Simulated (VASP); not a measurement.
# Si (Fd-3m) in VASP: a series of runs

Si is run at these levels: PBE; tasks: single point, relaxation of cell and atoms.

Everything below comes from runs of VASP 6.6.1. Logs are shortened: lines on timing, memory, paths and dates and some standing lists are left out, and cuts for length are marked.

**1. The cell of the first run**

Symmetry: Fd-3m, No. 227, cubic system. Conventional cell: a = 5.470 Å, b = 5.470 Å, c = 5.470 Å, α = 90.00°, β = 90.00°, γ = 90.00°. Si (site symmetry -43m) has 4 Si at 2.37 Å within 3.1 Å.

**2. Single point, PBE**

INCAR

```
PREC = Accurate
ENCUT = 500
EDIFF = 1E-6
ISMEAR = 0
SIGMA = 0.05
LREAL = False
LASPH = True
NELM = 120
ALGO = Normal
ISIF = 2
LWAVE = False
LCHARG = False
GGA = PE
NBANDS = 11
GGA_COMPAT = False
```

KPOINTS

```
Automatic mesh
0
Gamma
  8 8 8
```

POSCAR

```
Si
1.0
    0.0000000000      2.7349309632      2.7349309632
    2.7349309632      0.0000000000      2.7349309632
    2.7349309632      2.7349309632      0.0000000000
Si
2
Direct
    0.0000000000      0.0000000000      0.0000000000
    0.2500000000      0.2500000000      0.2500000000
```

Potentials or basis: VASP PAW PBE potentials, release 64 (Si).

The run is started by

```
> cat potpaw_PBE.64/Si/POTCAR > POTCAR
> mpirun -np 1 vasp_std > vasp.out
```

OUTCAR:

```text
PREC = Accurate
   ENCUT = 500
   EDIFF = 1E-6
   ISMEAR = 0
   LREAL = False
   LASPH = True
   NELM = 120
   ISIF = 2
   GGA = PE

 ion  position               nearest neighbor table
   1  0.000  0.000  0.000-   2 2.37   2 2.37   2 2.37   2 2.37
   2  0.250  0.250  0.250-   1 2.37   1 2.37   1 2.37   1 2.37

  LATTYP: Found a face centered cubic cell.
 ALAT       =     5.4698619264

  Lattice vectors:

 A1 = (   0.0000000000,   2.7349309632,   2.7349309632)
 A2 = (   2.7349309632,   0.0000000000,   2.7349309632)
 A3 = (   2.7349309632,   2.7349309632,   0.0000000000)

Analysis of symmetry for initial positions (statically):
=====================================================================
 Subroutine PRICEL returns:
 Original cell was already a primitive cell.

 Routine SETGRP: Setting up the symmetry group for a
 face centered cubic supercell.

 Subroutine GETGRP returns: Found 48 space group operations
 (whereof 24 operations were pure point group operations)
 out of a pool of 48 trial point group operations.

The static configuration has the point symmetry T_d .
 The point group associated with its full space group is O_h .

Analysis of symmetry for dynamics (positions and initial velocities):
=====================================================================
 Subroutine PRICEL returns:
 Original cell was already a primitive cell.

 Routine SETGRP: Setting up the symmetry group for a
 face centered cubic supercell.

 Subroutine GETGRP returns: Found 48 space group operations
 (whereof 24 operations were pure point group operations)
 out of a pool of 48 trial point group operations.

The dynamic configuration has the point symmetry T_d .
 The point group associated with its full space group is O_h .

 Subroutine INISYM returns: Found 48 space group operations
 (whereof 24 operations are pure point group operations),
 and found     1 'primitive' translations

----------------------------------------------------------------------------------------

                                     Primitive cell

  volume of cell :      40.9137

  direct lattice vectors                    reciprocal lattice vectors
     0.000000000  2.734930963  2.734930963    -0.182819971  0.182819971  0.182819971
     2.734930963  0.000000000  2.734930963     0.182819971 -0.182819971  0.182819971
     2.734930963  2.734930963  0.000000000     0.182819971  0.182819971 -0.182819971

  length of vectors
     3.867776460  3.867776460  3.867776460     0.316653479  0.316653479  0.316653479

  position of ions in fractional coordinates (direct lattice)
[... 88 lines left out ...]
   TEBEG  =    0.0;   TEEND  =   0.0 temperature during run
   PSTRESS=    0.0 pullay stress
   NELECT =       8.0000    total number of electrons
   NUPDOWN=      -1.0000    fix difference up-down
   EMIN   =  10.00;   EMAX   =-10.00  energy-range for DOS
   EFERMI =   0.00;   METHOD = LEGACY
   ISMEAR =     0;   SIGMA  =   0.05  broadening in eV -4-tet -1-fermi 0-gaus
   EFERMI_NEDOS =   21; number of points for ismear=-14 and -15
   IALGO  =     38    algorithm
   IMIX   =      4    mixing-type and parameters
     AMIX     =   0.40;   BMIX     =  1.00
     AMIX_MAG =   1.60;   BMIX_MAG =  1.00
  volume/ion in A,a.u.               =      20.46       138.05
  Fermi-wavevector in a.u.,A,eV,Ry     =   0.950200  1.795618 12.284434  0.902880
  Thomas-Fermi vector in A             =   2.078555
   LORBIT       =      0    0 simple, 1 ext, 2 COOP (PROOUT), +10 PAW based schemes
   GGA     = PE    functional components
   LHFCALC =     F    Hartree Fock is set to
   AEXX    =    0.0000 exact exchange contribution
   IVDW    =     0    specifies the selected vdW correction
   LEPSILON=     F    determine dielectric tensor
   LRPA    =     F    only Hartree local field effects (RPA)
 non-spin polarized calculation
 Gauss-broadening in eV      SIGMA  =   0.05
  energy-cutoff  :      500.00
  volume of cell :       40.91
 maximum number of plane-waves:      1056
   NGX = 15   NGY = 15   NGZ = 15

 number of electron       8.0000000 magnetization

 Free energy of the ion-electron system (eV)
  ---------------------------------------------------
  ext. energy  EPLUGINS =         0.00000000
  ---------------------------------------------------
  free energy    TOTEN  =       -10.84606515 eV

  energy without entropy =      -10.84606515  energy(sigma->0) =      -10.84606515

 E-fermi :   5.8125     XC(G=0):  -9.3242

 val. band max:        5.6111599179   @ k =   0.0000   0.0000   0.0000
 cond. band min:       6.2621315160   @ k =   0.3750   0.3750   0.0000
 fundamental gap:      0.6509715981
 Fermi energy:         5.8124952190

 k-point     1 :       0.0000    0.0000    0.0000
  band No.  band energies     occupation
      1      -6.1995      2.00000
      2       5.6112      2.00000
      3       5.6112      2.00000
      4       5.6112      2.00000
      5       8.1673      0.00000
      6       8.1673      0.00000
      7       8.1673      0.00000
      8       8.7380      0.00000
      9      13.3194      0.00000
     10      13.3194      0.00000
     11      13.4858      0.00000
[... 309 lines left out ...]
 k-point    24 :      -0.3750    0.2500    0.1250
  band No.  band energies     occupation
      1      -3.3927      2.00000
      2      -1.0941      2.00000
      3       2.2253      2.00000
      4       3.5018      2.00000
      5       8.6335      0.00000
      6       8.7576      0.00000
      7      11.4562      0.00000
      8      12.6758      0.00000
      9      12.9158      0.00000
     10      16.1169      0.00000
     11      17.1605      0.00000

 [... further k-points ...]

------------------------ aborting loop because EDIFF is reached ----------------------------------------

  FORCE on cell =-STRESS in cart. coord.  units (eV):
  Direction    XX          YY          ZZ          XY          YZ          ZX
  --------------------------------------------------------------------------------------
  -------------------------------------------------------------------------------------
  Total       -0.0137206     -0.0137206     -0.0137206      0.0000000     -0.0000000     -0.0000000
  in kB       -0.5372977     -0.5372977     -0.5372977      0.0000000     -0.0000000     -0.0000000
  external PRESSURE =      -0.5372977 kB  Pullay stress =       0.0000000 kB

 VOLUME and BASIS-vectors are now :
 -----------------------------------------------------------------------------
  energy-cutoff  :      500.00
  volume of cell :       40.91
      direct lattice vectors                 reciprocal lattice vectors
     0.000000000  2.734930963  2.734930963    -0.182819971  0.182819971  0.182819971
     2.734930963  0.000000000  2.734930963     0.182819971 -0.182819971  0.182819971
     2.734930963  2.734930963  0.000000000     0.182819971  0.182819971 -0.182819971

 POSITION                                       TOTAL-FORCE (eV/Angst)
 -----------------------------------------------------------------------------------
      0.00000      0.00000      0.00000        -0.000000      0.000000     -0.000000
      1.36747      1.36747      1.36747         0.000000     -0.000000      0.000000
 -----------------------------------------------------------------------------------
    total drift:                                0.000000      0.000000     -0.000000

  FREE ENERGIE OF THE ION-ELECTRON SYSTEM (eV)
  ---------------------------------------------------
  free  energy   TOTEN  =       -10.8460651469 eV

  energy  without entropy=      -10.8460651469  energy(sigma->0) =      -10.84606515
```

OSZICAR:

```text
N       E                     dE             d eps       ncg     rms          rms(c)
DAV:   1     0.579036456389E+01    0.57904E+01   -0.30055E+03   638   0.542E+02
DAV:   2    -0.104874034117E+02   -0.16278E+02   -0.15498E+02   840   0.809E+01
DAV:   3    -0.110105761851E+02   -0.52317E+00   -0.52219E+00   811   0.123E+01
DAV:   4    -0.110145180440E+02   -0.39419E-02   -0.39414E-02   763   0.138E+00
DAV:   5    -0.110145596133E+02   -0.41569E-04   -0.41569E-04   832   0.128E-01    0.475E+00
DAV:   6    -0.108984199984E+02    0.11614E+00   -0.65114E-02   707   0.105E+00    0.289E+00
DAV:   7    -0.108445375124E+02    0.53882E-01   -0.12767E-01   725   0.158E+00    0.167E-01
DAV:   8    -0.108458247699E+02   -0.12873E-02   -0.57222E-03   722   0.406E-01    0.793E-02
DAV:   9    -0.108460402719E+02   -0.21550E-03   -0.20906E-04   803   0.873E-02    0.580E-02
DAV:  10    -0.108460644164E+02   -0.24145E-04   -0.20505E-05   736   0.262E-02    0.501E-03
DAV:  11    -0.108460651469E+02   -0.73050E-06   -0.21136E-06   781   0.750E-03
   1 F= -.10846065E+02 E0= -.10846065E+02  d E =-.150120E-10
```

Wall time 17 s (1 thread of Intel Xeon 8259CL, shared host); peak memory 0.15 GiB.

What came out:

```
Free energy            : -10.8461 eV
Pressure               : -0.1 GPa
Band gap on the k mesh : 0.65 eV (least direct gap 2.56 eV)
```

Levels at points of the mesh, in eV from the valence-band top:
```tsv
k point	band 1	band 2	band 3	band 4	band 5	band 6	band 7	band 8	band 9
(0.00, 0.00, 0.00)	-11.81	0.00	0.00	0.00	2.56	2.56	2.56	3.13	7.71
(0.50, 0.00, 0.00)	-9.53	-6.87	-1.18	-1.18	1.46	3.35	3.35	7.70	10.49
(0.50, 0.50, 0.00)	-7.74	-7.74	-2.79	-2.79	0.75	0.75	9.93	9.93	10.91
```

Caveat: semilocal functionals underestimate gaps, and a narrow one can read as zero.

**3. Relaxation of cell and atoms, PBE**

This run uses another cell than the first one, of 20.02 Å³/atom.

INCAR

```
SYSTEM = Si
ALGO = Normal
EDIFF = 1E-7
EDIFFG = -0.003
ENCUT = 500
GGA = PE
GGA_COMPAT = .False.
IBRION = 2
ISIF = 3
ISMEAR = 0
LASPH = .True.
LCHARG = .False.
LREAL = .False.
LWAVE = .False.
NELM = 120
NELMIN = 4
NSW = 80
PREC = Accurate
SIGMA = 0.05
```

KPOINTS

```
k-points
0
Gamma
  8 8 8
  0 0 0
```

POSCAR

```
Si
1.0
    0.0000000000      2.7155000000      2.7155000000
    2.7155000000      0.0000000000      2.7155000000
    2.7155000000      2.7155000000      0.0000000000
Si
2
Direct
    0.0000000000      0.0000000000      0.0000000000
    0.2500000000      0.2500000000      0.2500000000
```

Potentials or basis: VASP PAW PBE potentials, release 64 (Si).

The run is started by

```
> cat potpaw_PBE.64/Si/POTCAR > POTCAR
> mpirun -np 1 vasp_std > vasp.out
```

OUTCAR:

```text
SYSTEM = Si
   EDIFF = 1E-7
   EDIFFG = -0.003
   ENCUT = 500
   GGA = PE
   IBRION = 2
   ISIF = 3
   ISMEAR = 0
   LASPH = .True.
   LREAL = .False.
   NELM = 120
   NELMIN = 4
   NSW = 80
   PREC = Accurate

 ion  position               nearest neighbor table
   1  0.000  0.000  0.000-   2 2.35   2 2.35   2 2.35   2 2.35
   2  0.250  0.250  0.250-   1 2.35   1 2.35   1 2.35   1 2.35

  LATTYP: Found a face centered cubic cell.
 ALAT       =     5.4310000000

  Lattice vectors:

 A1 = (   0.0000000000,   2.7155000000,   2.7155000000)
 A2 = (   2.7155000000,   0.0000000000,   2.7155000000)
 A3 = (   2.7155000000,   2.7155000000,   0.0000000000)

Analysis of symmetry for initial positions (statically):
=====================================================================
 Subroutine PRICEL returns:
 Original cell was already a primitive cell.

 Routine SETGRP: Setting up the symmetry group for a
 face centered cubic supercell.

 Subroutine GETGRP returns: Found 48 space group operations
 (whereof 24 operations were pure point group operations)
 out of a pool of 48 trial point group operations.

The static configuration has the point symmetry T_d .
 The point group associated with its full space group is O_h .

Analysis of symmetry for dynamics (positions and initial velocities):
[... 231 lines left out ...]
--------------------------------------- Ionic step        3  -------------------------------------------

 number of electron       8.0000000 magnetization

 Free energy of the ion-electron system (eV)
  ---------------------------------------------------
  ext. energy  EPLUGINS =         0.00000000
  ---------------------------------------------------
  free energy    TOTEN  =       -10.84599115 eV

  energy without entropy =      -10.84599115  energy(sigma->0) =      -10.84599115

 E-fermi :   5.8781     XC(G=0):  -9.3267

 val. band max:        5.6184093766   @ k =   0.0000   0.0000   0.0000
 cond. band min:       6.2683020360   @ k =   0.3750   0.3750   0.0000
 fundamental gap:      0.6498926594
 Fermi energy:         5.8780546970

 k-point     1 :       0.0000    0.0000    0.0000
  band No.  band energies     occupation
      1      -6.1971      2.00000
      2       5.6184      2.00000
      3       5.6184      2.00000
      4       5.6184      2.00000
      5       8.1748      0.00000
      6       8.1748      0.00000
      7       8.1748      0.00000
      8       8.7534      0.00000
[... 243 lines left out ...]
 k-point    24 :      -0.3750    0.2500    0.1250
  band No.  band energies     occupation
      1      -3.3882      2.00000
      2      -1.0894      2.00000
      3       2.2305      2.00000
      4       3.5074      2.00000
      5       8.6423      0.00000
      6       8.7644      0.00000
      7      11.4655      0.00000
      8      12.6848      0.00000

 [... further k-points ...]

------------------------ aborting loop because EDIFF is reached ----------------------------------------

  FORCE on cell =-STRESS in cart. coord.  units (eV):
  Direction    XX          YY          ZZ          XY          YZ          ZX
  --------------------------------------------------------------------------------------
  -------------------------------------------------------------------------------------
  Total        0.0013026      0.0013026      0.0013026      0.0000000      0.0000000      0.0000000
  in kB        0.0510456      0.0510456      0.0510456      0.0000000      0.0000000      0.0000000
  external PRESSURE =       0.0510456 kB  Pullay stress =       0.0000000 kB
[... 17 lines left out ...]
  FREE ENERGIE OF THE ION-ELECTRON SYSTEM (eV)
  ---------------------------------------------------
  free  energy   TOTEN  =       -10.8459911516 eV

  energy  without entropy=      -10.8459911516  energy(sigma->0) =      -10.84599115

 reached required accuracy - stopping structural energy minimisation
```

OSZICAR:

```text
N       E                     dE             d eps       ncg     rms          rms(c)
DAV:   1     0.710878947231E+01    0.71088E+01   -0.32793E+03   464   0.744E+02
DAV:   2    -0.107958809469E+02   -0.17905E+02   -0.17837E+02   720   0.835E+01
DAV:   3    -0.110209441005E+02   -0.22506E+00   -0.22506E+00   632   0.116E+01
[... 24 lines left out ...]
DAV:   3    -0.108459876079E+02    0.36804E-03   -0.78808E-04   552   0.143E-01    0.401E-02
DAV:   4    -0.108459886825E+02   -0.10746E-05   -0.75920E-06   600   0.250E-02    0.355E-02
DAV:   5    -0.108459912603E+02   -0.25778E-05   -0.21044E-06   504   0.108E-02    0.798E-03
DAV:   6    -0.108459911432E+02    0.11712E-06   -0.24518E-08   440   0.153E-03    0.377E-03
DAV:   7    -0.108459911516E+02   -0.84724E-08   -0.28311E-08   248   0.144E-03
   3 F= -.10845991E+02 E0= -.10845991E+02  d E =-.494185E-02
```

Wall time 32 s (1 thread of Intel Xeon 8259CL, shared host); peak memory 0.15 GiB.

Results:

| Quantity | Value |
| --- | --- |
| Free energy | -10.8460 eV |
| Relaxed volume | 20.44 Å³/atom |
| Relaxed cell | a = 3.867 Å, b = 3.867 Å, c = 3.867 Å, α = 60.00°, β = 60.00°, γ = 60.00° |
| Space group after relaxing (to 0.1 Å) | Fd-3m (No. 227) |
| Energy gained by relaxing | 2.5 meV/atom |
| Ionic steps | 3 |
| Pressure after relaxing | 0.0 GPa |
| Band gap on the k mesh | 0.65 eV (least direct gap 2.56 eV) |

Step by step:
```
step  energy change (eV)  largest force (eV/Å)  pressure (GPa)  volume (Å³)
   1              0.0000                0.0000            1.93        40.05
   2             -0.0027                0.0000           -1.21        41.46
   3             -0.0049                0.0000            0.01        40.88
```

Final structure:
```cif
data_structure
_symmetry_space_group_name_H-M 'P 1'
_symmetry_Int_Tables_number 1
_cell_length_a 3.8669
_cell_length_b 3.8669
_cell_length_c 3.8669
_cell_angle_alpha 60.000
_cell_angle_beta 60.000
_cell_angle_gamma 60.000
_cell_volume 40.88
loop_
_atom_site_label
_atom_site_type_symbol
_atom_site_fract_x
_atom_site_fract_y
_atom_site_fract_z
_atom_site_occupancy
Si1 Si 0.00000 0.00000 0.00000 1
Si2 Si 0.25000 0.25000 0.25000 1
```

Caveat: semilocal functionals underestimate gaps, and a narrow one can read as zero. A k mesh can miss the band edges.
